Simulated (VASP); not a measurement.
# CuO (C2/c) in VASP: further runs

The runs below take CuO through single point, with r2SCAN, RPBE, BLYP+D3(BJ).

Everything below comes from runs of VASP 6.6.1. Logs are shortened: lines on timing, memory, paths and dates and some standing lists are left out, and cuts for length are marked.

## (1) The cell of the first run

It takes space group C2/c (No. 15, monoclinic). Conventional cell: a = 4.066 Å, b = 4.003 Å, c = 5.116 Å, α = 90.00°, β = 90.56°, γ = 90.00°. Within 2.5 Å of Cu (site symmetry -1) lie 4 O at 1.92 Å. Within 2.6 Å of O (site symmetry 2) lie 4 Cu at 1.92 Å and 2 O at 2.56 Å.

## (2) Single point, r2SCAN

Input file POSCAR:

```
CuO
1.0
    2.0278785972     -2.0017040055      0.1467078857
    2.0278785972      2.0017040055      0.1467078857
   -0.4192083613      0.0000000000      5.0984497577
Cu O
2 2
Direct
    0.5000000000      0.0000000000      0.5000000000
    0.0000000000      0.5000000000      0.0000000000
    0.4969680455      0.5030319545      0.7500000000
    0.5030319545      0.4969680455      0.2500000000
```

Input file INCAR.step1:

```
SYSTEM = CuO
PREC = Accurate
ENCUT = 520
ISMEAR = -1
SIGMA = 0.05
LREAL = .FALSE.
LASPH = .TRUE.
NELM = 80
NBANDS = 25
GGA = PE
ALGO = Normal
EDIFF = 1E-4
LWAVE = .TRUE.
LCHARG = .FALSE.
```

Input file INCAR.step2:

```
SYSTEM = CuO
PREC = Accurate
ENCUT = 520
EDIFF = 1E-7
ISMEAR = -1
SIGMA = 0.05
LREAL = .FALSE.
LASPH = .TRUE.
NELM = 80
ALGO = Normal
ISIF = 2
LWAVE = .FALSE.
LCHARG = .FALSE.
METAGGA = R2SCAN
LMIXTAU = .TRUE.
NBANDS = 25
ISTART = 1
```

Input file KPOINTS:

```
Automatic mesh
0
G
  10 10 5
  0 0 0
```

Potentials or basis: VASP PAW PBE potentials, release 64 (Cu, O).

Started as:

```bash
cat potpaw_PBE.64/Cu/POTCAR potpaw_PBE.64/O/POTCAR > POTCAR
cp INCAR.step1 INCAR
mpirun -np 1 vasp_std > vasp.out
cp INCAR.step2 INCAR
mpirun -np 1 vasp_std > vasp.out
```

OUTCAR:

```text
SYSTEM = CuO
   PREC = Accurate
   ENCUT = 520
   EDIFF = 1E-7
   ISMEAR = -1
   LREAL = .FALSE.
   LASPH = .TRUE.
   NELM = 80
   ISIF = 2
   METAGGA = R2SCAN
   ISTART = 1

 ion  position               nearest neighbor table
   1  0.500  0.000  0.500-   3 1.92   4 1.92   4 1.92   3 1.92
   2  0.000  0.500  0.000-   4 1.92   3 1.92   4 1.92   3 1.92
   3  0.497  0.503  0.750-   2 1.92   1 1.92   2 1.92   1 1.92
   4  0.503  0.497  0.250-   1 1.92   2 1.92   2 1.92   1 1.92

  LATTYP: Found a base centered monoclinic cell.
 ALAT       =     4.0663569980
 B/A-ratio  =     0.9845195621
 C/A-ratio  =     1.2580437364
 COS(beta)  =    -0.0098183338

  Lattice vectors:

 A1 = (   2.0278785972,  -2.0017040055,   0.1467078857)
 A2 = (   2.0278785972,   2.0017040055,   0.1467078857)
 A3 = (  -0.4192083613,   0.0000000000,   5.0984497577)

Analysis of symmetry for initial positions (statically):
=====================================================================
 Subroutine PRICEL returns:
 Original cell was already a primitive cell.

 Routine SETGRP: Setting up the symmetry group for a
 base centered monoclinic supercell.

 Subroutine GETGRP returns: Found  4 space group operations
 (whereof  2 operations were pure point group operations)
 out of a pool of  4 trial point group operations.

The static configuration has the point symmetry S_2 .
 The point group associated with its full space group is C_2h.

Analysis of symmetry for dynamics (positions and initial velocities):
=====================================================================
 Subroutine PRICEL returns:
 Original cell was already a primitive cell.

 Routine SETGRP: Setting up the symmetry group for a
 base centered monoclinic supercell.

 Subroutine GETGRP returns: Found  4 space group operations
 (whereof  2 operations were pure point group operations)
 out of a pool of  4 trial point group operations.

The dynamic configuration has the point symmetry S_2 .
 The point group associated with its full space group is C_2h.

 Subroutine INISYM returns: Found  4 space group operations
 (whereof  2 operations are pure point group operations),
 and found     1 'primitive' translations

----------------------------------------------------------------------------------------

                                     Primitive cell

  volume of cell :      41.6376

  direct lattice vectors                    reciprocal lattice vectors
     2.027878597 -2.001704006  0.146707886     0.245105090 -0.249787181  0.020153205
     2.027878597  2.001704006  0.146707886     0.245105090  0.249787181  0.020153205
    -0.419208361  0.000000000  5.098449758    -0.014105797  0.000000000  0.194978234

  length of vectors
     2.853179583  2.853179583  5.115654951     0.350537148  0.350537148  0.195487814

  position of ions in fractional coordinates (direct lattice)
     0.500000000  0.000000000  0.500000000
     0.000000000  0.500000000  1.000000000
     0.496968045  0.503031955  0.750000000
     0.503031955  0.496968045  0.250000000

  ion indices of the primitive-cell ions
   primitive index   ion index
                 1           1
                 2           2
                 3           3
                 4           4

----------------------------------------------------------------------------------------

 KPOINTS: Automatic mesh

Automatic generation of k-mesh.
 Grid dimensions read from file:
 generate k-points for:   10   10    5

 Generating k-lattice:

  Cartesian coordinates                     Fractional coordinates (reciprocal lattice)
     0.024510509 -0.024978718  0.002015320     0.100000000 -0.000000000  0.000000000
     0.024510509  0.024978718  0.002015320    -0.000000000  0.100000000  0.000000000
    -0.002821159  0.000000000  0.038995647    -0.000000000 -0.000000000  0.200000000

  Length of vectors
     0.035053715  0.035053715  0.039097563

  Shift w.r.t. Gamma in fractional coordinates (k-lattice)
     0.000000000  0.000000000  0.000000000

 Subroutine IBZKPT returns following result:
 ===========================================

 Found    141 irreducible k-points:

 Following reciprocal coordinates:
            Coordinates               Weight
  0.000000  0.000000  0.000000      1.000000
  0.100000 -0.000000  0.000000      4.000000
  0.200000 -0.000000  0.000000      4.000000
  0.300000 -0.000000  0.000000      4.000000
  0.400000  0.000000 -0.000000      4.000000
  0.500000  0.000000  0.000000      2.000000
[... 16 lines left out ...]
  0.300000  0.300000  0.000000      2.000000
  0.400000  0.300000 -0.000000      4.000000
 [... further k-points ...]
   k-points           NKPTS =    141   k-points in BZ     NKDIM =    141   number of bands    NBANDS=     25
   number of dos      NEDOS =    301   number of ions     NIONS =      4
   total plane-waves  NPLWV =  23040
   dimension x,y,z NGX =    24 NGY =   24 NGZ =   40
   dimension x,y,z NGXF=    48 NGYF=   48 NGZF=   80
   ions per type =               2   2
   NGX,Y,Z   is equivalent  to a cutoff of  13.98, 13.98, 13.00 a.u.
   NGXF,Y,Z  is equivalent  to a cutoff of  27.97, 27.97, 26.00 a.u.
 SYSTEM =  CuO
   PREC   = accura    normal or accurate (medium, high low for compatibility)
   ISTART =      1    job   : 0-new  1-cont  2-samecut
   ICHARG =      0    charge: 1-file 2-atom 10-const
   ISPIN  =      1    spin polarized calculation?
   LNONCOLLINEAR =      F non collinear calculations
   LSORBIT =      F    spin-orbit coupling
   LASPH  =      T    aspherical Exc in radial PAW
   ENCUT  =  520.0 eV  38.22 Ry    6.18 a.u.   5.31  5.31  9.51*2*pi/ulx,y,z
   NELM   =     80;   NELMIN=  2; NELMDL=  0     # of ELM steps
   EDIFF  = 0.1E-06   stopping-criterion for ELM
   LREAL  =      F    real-space projection
   EDIFFG = 0.1E-05   stopping-criterion for IOM
   NSW    =      0    number of steps for IOM
   IBRION =     -1    ionic relax: 0-MD 1-quasi-New 2-CG
   NFREE  =      0    steps in history (QN), initial steepest desc. (CG)
   ISIF   =      2    stress and relaxation
   ISYM   =      2    0-nonsym 1-usesym 2-fastsym
   POTIM  = 0.5000    time-step for ionic-motion
   TEBEG  =    0.0;   TEEND  =   0.0 temperature during run
   PSTRESS=    0.0 pullay stress
   NELECT =      34.0000    total number of electrons
   NUPDOWN=      -1.0000    fix difference up-down
   EMIN   =  10.00;   EMAX   =-10.00  energy-range for DOS
   EFERMI =   0.00;   METHOD = LEGACY
   ISMEAR =    -1;   SIGMA  =   0.05  broadening in eV -4-tet -1-fermi 0-gaus
   EFERMI_NEDOS =   21; number of points for ismear=-14 and -15
   IALGO  =     38    algorithm
   IMIX   =      4    mixing-type and parameters
     AMIX     =   0.40;   BMIX     =  1.00
     AMIX_MAG =   1.60;   BMIX_MAG =  1.00
  volume/ion in A,a.u.               =      10.41        70.25
  Fermi-wavevector in a.u.,A,eV,Ry     =   1.530168  2.891599 31.856892  2.341416
  Thomas-Fermi vector in A             =   2.637689
   LORBIT       =      0    0 simple, 1 ext, 2 COOP (PROOUT), +10 PAW based schemes
   METAGGA = R2SCAN    functional components
   LHFCALC =     F    Hartree Fock is set to
   AEXX    =    0.0000 exact exchange contribution
   IVDW    =     0    specifies the selected vdW correction
   LEPSILON=     F    determine dielectric tensor
   LRPA    =     F    only Hartree local field effects (RPA)
 non-spin polarized calculation
  energy-cutoff  :      520.00
  volume of cell :       41.64
 maximum number of plane-waves:      1144
 NGX is ok and might be reduce to    24
   NGX = 11   NGY = 11   NGZ = 19

 number of electron      33.9999966 magnetization

 Free energy of the ion-electron system (eV)
  ---------------------------------------------------
  ext. energy  EPLUGINS =         0.00000000
  ---------------------------------------------------
  free energy    TOTEN  =       -36.44963715 eV

  energy without entropy =      -36.42896932  energy(sigma->0) =      -36.43930323

 E-fermi :   5.4954     XC(G=0): -12.3881

 val. band max:        5.4754773326   @ k =  -0.4000  -0.4000   0.4000
 cond. band min:       5.5007446365   @ k =   0.5000   0.4000   0.4000
 fundamental gap:      0.0252673039
 Fermi energy:         5.4953988070

 k-point     1 :       0.0000    0.0000    0.0000
  band No.  band energies     occupation
      1     -15.9798      2.00000
      2     -14.6228      2.00000
      3      -3.4425      2.00000
      4      -0.5273      2.00000
      5      -0.4956      2.00000
      6       1.2915      2.00000
[... 17 lines left out ...]
     24      21.2065      0.00000
     25      21.5479      0.00000

 k-point     2 :       0.1000   -0.0000    0.0000
  band No.  band energies     occupation
      1     -15.9206      2.00000
      2     -14.6039      2.00000
      3      -3.3423      2.00000
      4      -0.5870      2.00000
      5      -0.4781      2.00000
      6       0.7168      2.00000
[... 17 lines left out ...]
     24      21.3619      0.00000
     25      21.6187      0.00000

 k-point     3 :       0.2000   -0.0000    0.0000
  band No.  band energies     occupation
      1     -15.7610      2.00000
      2     -14.5536      2.00000
      3      -3.0693      2.00000
      4      -0.7364      2.00000
      5      -0.3962      2.00000
      6      -0.3374      2.00000
[... 17 lines left out ...]
     24      21.5765      0.00000
     25      21.8424      0.00000

 k-point     4 :       0.3000   -0.0000    0.0000
  band No.  band energies     occupation
      1     -15.5531      2.00000
      2     -14.4905      2.00000
      3      -2.7077      2.00000
      4      -1.3548      2.00000
      5      -0.8458      2.00000
      6      -0.2890      2.00000
[... 17 lines left out ...]
     24      20.9986      0.00000
     25      21.8184      0.00000
[... 477 lines left out ...]
 k-point    22 :      -0.2000    0.2000    0.0000
  band No.  band energies     occupation
      1     -15.5465      2.00000
      2     -14.4893      2.00000
      3      -2.6870      2.00000
      4      -0.7083      2.00000
      5      -0.5045      2.00000
      6      -0.4162      2.00000
[... 17 lines left out ...]
     24      18.3680      0.00000
     25      22.1289      0.00000

 k-point    23 :       0.3000    0.3000    0.0000
  band No.  band energies     occupation
      1     -15.1555      2.00000
      2     -14.3828      2.00000
      3      -1.9328      2.00000
      4      -1.2239      2.00000
      5      -0.9989      2.00000
      6      -0.6882      2.00000
[... 17 lines left out ...]
     24      18.5432      0.00000
     25      21.1564      0.00000

 k-point    24 :       0.4000    0.3000   -0.0000
  band No.  band energies     occupation
      1     -14.9884      2.00000
      2     -14.3398      2.00000
      3      -1.7914      2.00000
      4      -1.5720      2.00000
      5      -1.0327      2.00000
      6      -0.6193      2.00000
[... 17 lines left out ...]
     24      18.8130      0.00000
     25      19.9661      0.00000

 [... further k-points ...]

------------------------ aborting loop because EDIFF is reached ----------------------------------------

  FORCE on cell =-STRESS in cart. coord.  units (eV):
  Direction    XX          YY          ZZ          XY          YZ          ZX
  --------------------------------------------------------------------------------------
  -------------------------------------------------------------------------------------
  Total        1.5182575      1.5227685      1.6727598      0.0000000      0.0000000     -0.0115551
  in kB       58.4211816     58.5947604     64.3662926      0.0000000      0.0000000     -0.4446304
  external PRESSURE =      60.4607449 kB  Pullay stress =       0.0000000 kB

 VOLUME and BASIS-vectors are now :
 -----------------------------------------------------------------------------
  energy-cutoff  :      520.00
  volume of cell :       41.64
      direct lattice vectors                 reciprocal lattice vectors
     2.027878597 -2.001704006  0.146707886     0.245105090 -0.249787181  0.020153205
     2.027878597  2.001704006  0.146707886     0.245105090  0.249787181  0.020153205
    -0.419208361  0.000000000  5.098449758    -0.014105797  0.000000000  0.194978234

 POSITION                                       TOTAL-FORCE (eV/Angst)
 -----------------------------------------------------------------------------------
      0.80434     -1.00085      2.62258        -0.000000      0.000000      0.000000
      1.01394      1.00085      0.07335        -0.000000      0.000000      0.000000
      1.71347      0.01214      3.97055        -0.000000      0.003703     -0.000000
      1.92308     -0.01214      1.42132         0.000000     -0.003703     -0.000000
 -----------------------------------------------------------------------------------
    total drift:                                0.000000     -0.000000     -0.000000

  FREE ENERGIE OF THE ION-ELECTRON SYSTEM (eV)
  ---------------------------------------------------
  free  energy   TOTEN  =       -36.4496371458 eV

  energy  without entropy=      -36.4289693238  energy(sigma->0) =      -36.43930323
```

It took 3.5 min on 1 thread of Intel Xeon 6975P-C (Granite Rapids), shared host; peak memory 0.25 GiB.

Results:

```yaml
Free_energy: -36.4496 eV
Pressure: 6.0 GPa
Largest_force: 0.004 eV/Å
Band_gap_on_the_k_mesh: zero (bands 17 and 18 overlap by 0.97 eV)
```

Forces in eV/Å, atoms in the order of the input:
```
Cu   0.000  0.000  0.000
Cu   0.000  0.000  0.000
O    0.000  0.004  0.000
O    0.000 -0.004  0.000
```

Levels at points of the mesh, in eV from the Fermi level:
| k point | band 15 | band 16 | band 17 | band 18 | band 19 | band 20 |
| --- | --- | --- | --- | --- | --- | --- |
| (0.00, 0.00, 0.00) | -2.66 | -2.34 | 0.68 | 0.72 | 1.87 | 6.69 |
| (0.50, 0.00, 0.00) | -1.83 | -1.77 | 0.26 | 0.48 | 3.81 | 6.56 |
| (0.50, 0.50, 0.00) | -1.63 | -1.41 | -1.40 | 1.28 | 2.30 | 7.53 |

Caveat: the cell stands under pressure; the PAW data sets were made with another functional, which shifts forces and pressure a little; semilocal functionals often make such compounds metallic where correlation or magnetic order opens a gap, which also shifts bond lengths. With open d or f shells a metallic result of r2SCAN can be an artefact of self-interaction; +U or a hybrid may open a gap.

(Continued in part 2 of 2.)
